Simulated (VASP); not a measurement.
# SiNi2 (P6_3/mmc) in VASP: further runs, part 2 of 2

VASP 6.6.1. The steps go on from the part before.

## 3. Relaxation of shape and atoms at fixed volume, PBE (11.69 Å³/atom)

This run uses another cell than the first one, of 11.69 Å³/atom.

The input, INCAR:

```
PREC = Accurate
ENCUT = 600
EDIFF = 1E-7
ISMEAR = 0
SIGMA = 0.1
LREAL = F
LASPH = T
NELM = 120
ALGO = Normal
ISIF = 4
LWAVE = F
LCHARG = F
GGA = PE
IBRION = 2
NSW = 50
EDIFFG = -0.01
GGA_COMPAT = F
NELMIN = 4
```

The input, KPOINTS:

```
Automatic mesh
0
Gamma
  12 12 8
```

The input, POSCAR:

```
SiNi2
1.0
    3.9827382591      0.0000000000      0.0000000000
   -1.9913691296      3.4491525090      0.0000000000
    0.0000000000      0.0000000000      5.1044692693
Si Ni
2 4
Direct
    0.3333333333      0.6666666667      0.7500000000
    0.6666666667      0.3333333333      0.2500000000
    0.0000000000      0.0000000000      0.0000000000
    0.0000000000      0.0000000000      0.5000000000
    0.3333333333      0.6666666667      0.2500000000
    0.6666666667      0.3333333333      0.7500000000
```

Potentials or basis: VASP PAW PBE potentials, release 64 (Si, Ni).

Run with:

```sh
$ cat potpaw_PBE.64/Si/POTCAR potpaw_PBE.64/Ni/POTCAR > POTCAR
$ mpirun -np 1 vasp_std > vasp.out
```

OUTCAR:

```text
PREC = Accurate
   ENCUT = 600
   EDIFF = 1E-7
   ISMEAR = 0
   LREAL = F
   LASPH = T
   NELM = 120
   ISIF = 4
   GGA = PE
   IBRION = 2
   NSW = 50
   EDIFFG = -0.01
   NELMIN = 4

 ion  position               nearest neighbor table
   1  0.333  0.667  0.750-   6 2.30   6 2.30   6 2.30   5 2.55   5 2.55   3 2.63   4 2.63   4 2.63
                             3 2.63   4 2.63   3 2.63
   2  0.667  0.333  0.250-   5 2.30   5 2.30   5 2.30   6 2.55   6 2.55   3 2.63   4 2.63   3 2.63
                             4 2.63   3 2.63   4 2.63
   3  0.000  0.000  0.000-   4 2.55   4 2.55   1 2.63   5 2.63   6 2.63   2 2.63   2 2.63   6 2.63
                             1 2.63   5 2.63   2 2.63   6 2.63   1 2.63   5 2.63
   4  0.000  0.000  0.500-   3 2.55   3 2.55   1 2.63   5 2.63   6 2.63   2 2.63   2 2.63   6 2.63
                             1 2.63   5 2.63   2 2.63   6 2.63   1 2.63   5 2.63
   5  0.333  0.667  0.250-   2 2.30   2 2.30   2 2.30   1 2.55   1 2.55   3 2.63   4 2.63   4 2.63
                             3 2.63   4 2.63   3 2.63
   6  0.667  0.333  0.750-   1 2.30   1 2.30   1 2.30   2 2.55   2 2.55   3 2.63   4 2.63   3 2.63
                             4 2.63   3 2.63   4 2.63

  LATTYP: Found a hexagonal cell.
 ALAT       =     3.9827382591
 C/A-ratio  =     1.2816481871

  Lattice vectors:
[... 194 lines left out ...]

  FORCE on cell =-STRESS in cart. coord.  units (eV):
  Direction    XX          YY          ZZ          XY          YZ          ZX
  --------------------------------------------------------------------------------------
  -------------------------------------------------------------------------------------
  Total       -4.5952092     -4.5952092     -4.2508399      0.0000000      0.0000000      0.0000000
  in kB     -104.9956033   -104.9956033    -97.1271340      0.0000000      0.0000000      0.0000000
  external PRESSURE =    -102.3727802 kB  Pullay stress =       0.0000000 kB
[... 67 lines left out ...]
--------------------------------------- Ionic step        3  -------------------------------------------

 number of electron      48.0000021 magnetization

 Free energy of the ion-electron system (eV)
  ---------------------------------------------------
  ext. energy  EPLUGINS =         0.00000000
  ---------------------------------------------------
  free energy    TOTEN  =       -35.63664887 eV

  energy without entropy =      -35.61703237  energy(sigma->0) =      -35.62684062

 E-fermi :  10.1043     XC(G=0): -12.5779

 val. band max:       10.0972159994   @ k =   0.2500   0.0000   0.1250
 cond. band min:      10.1065185184   @ k =   0.0833   0.0833   0.0000
 fundamental gap:      0.0093025190
 Fermi energy:        10.1042860032

 k-point     1 :       0.0000    0.0000    0.0000
  band No.  band energies     occupation
      1      -1.9014      2.00000
      2       2.1420      2.00000
      3       4.0883      2.00000
      4       5.4823      2.00000
      5       5.4823      2.00000
      6       6.5136      2.00000
[... 733 lines left out ...]
     27      12.5577      0.00000
     28      13.1209      0.00000

 [... further k-points ...]
[... 5 lines left out ...]
  --------------------------------------------------------------------------------------
  -------------------------------------------------------------------------------------
  Total       -4.4595321     -4.4595321     -4.4480553      0.0000000     -0.0000000      0.0000000
  in kB     -101.8955259   -101.8955259   -101.6332953      0.0000000     -0.0000000      0.0000000
  external PRESSURE =    -101.8081157 kB  Pullay stress =       0.0000000 kB
[... 21 lines left out ...]
  FREE ENERGIE OF THE ION-ELECTRON SYSTEM (eV)
  ---------------------------------------------------
  free  energy   TOTEN  =       -35.6366488734 eV

  energy  without entropy=      -35.6170323682  energy(sigma->0) =      -35.62684062

 reached required accuracy - stopping structural energy minimisation
```

CONTCAR:

```text
SiNi2
   1.00000000000000
     3.9773377129369702    0.0000000000031382    0.0000000000000000
    -1.9886688565156994    3.4444754988274657   -0.0000000000000000
     0.0000000000000000    0.0000000000000000    5.1183406775156897
  Si              Ni
     2     4
Direct
     0.3333333332999970    0.6666666667000030    0.7500000000000000
     0.6666666667000030    0.3333333332999970    0.2500000000000000
     0.0000000000000000    0.0000000000000000    0.0000000000000000
     0.0000000000000000    0.0000000000000000    0.5000000000000000
     0.3333333332999970    0.6666666667000030    0.2500000000000000
     0.6666666667000030    0.3333333332999970    0.7500000000000000

  0.00000000E+00  0.00000000E+00  0.00000000E+00
  0.00000000E+00  0.00000000E+00  0.00000000E+00
  0.00000000E+00  0.00000000E+00  0.00000000E+00
  0.00000000E+00  0.00000000E+00  0.00000000E+00
  0.00000000E+00  0.00000000E+00  0.00000000E+00
  0.00000000E+00  0.00000000E+00  0.00000000E+00
```

It took 9.6 min on 1 thread of Oxide Virtual Turin-like, shared host; peak memory 0.3 GiB.

What came out:

```
Free energy               : -35.6366 eV
Energy gained by relaxing : 0.1 meV/atom
Ionic steps               : 3
Pressure after relaxing   : -10.2 GPa
Band gap on the k mesh    : zero (bands 24 and 25 overlap by 2.98 eV)
```

Step by step:
| step | energy change (eV) | largest force (eV/Å) | pressure (GPa) | volume (Å³) |
| --- | --- | --- | --- | --- |
| 1 | 0.0000 | 0.0000 | -10.24 | 70.12 |
| 2 | -0.0004 | 0.0000 | -10.20 | 70.12 |
| 3 | -0.0005 | 0.0000 | -10.18 | 70.12 |

Final structure:
```
Si Ni
1.0
     3.97734    0.00000    0.00000
    -1.98867    3.44448    0.00000
     0.00000    0.00000    5.11834
Si Ni
2 4
Direct
  0.33333 0.66667 0.75000
  0.66667 0.33333 0.25000
  0.00000 0.00000 0.00000
  0.00000 0.00000 0.50000
  0.33333 0.66667 0.25000
  0.66667 0.33333 0.75000
```

Levels at points of the mesh, in eV from the Fermi level:
| k point | band 21 | band 22 | band 23 | band 24 | band 25 | band 26 | band 27 | band 28 |
| --- | --- | --- | --- | --- | --- | --- | --- | --- |
| (0.00, 0.00, 0.00) | -0.56 | -0.56 | 0.07 | 2.42 | 2.66 | 2.66 | 2.71 | 2.71 |
| (0.50, 0.00, 0.00) | -1.22 | -1.09 | -0.91 | -0.62 | -0.52 | 0.87 | 1.70 | 2.78 |
| (0.00, 0.00, 0.50) | -1.12 | -1.12 | 1.78 | 1.78 | 3.09 | 3.09 | 3.09 | 3.09 |
| (0.50, 0.00, 0.50) | -1.13 | -1.13 | -0.83 | -0.83 | 0.88 | 0.88 | 2.62 | 2.62 |

Spin polarisation is off, so any magnetic state and its effect on volume and gap are missing.
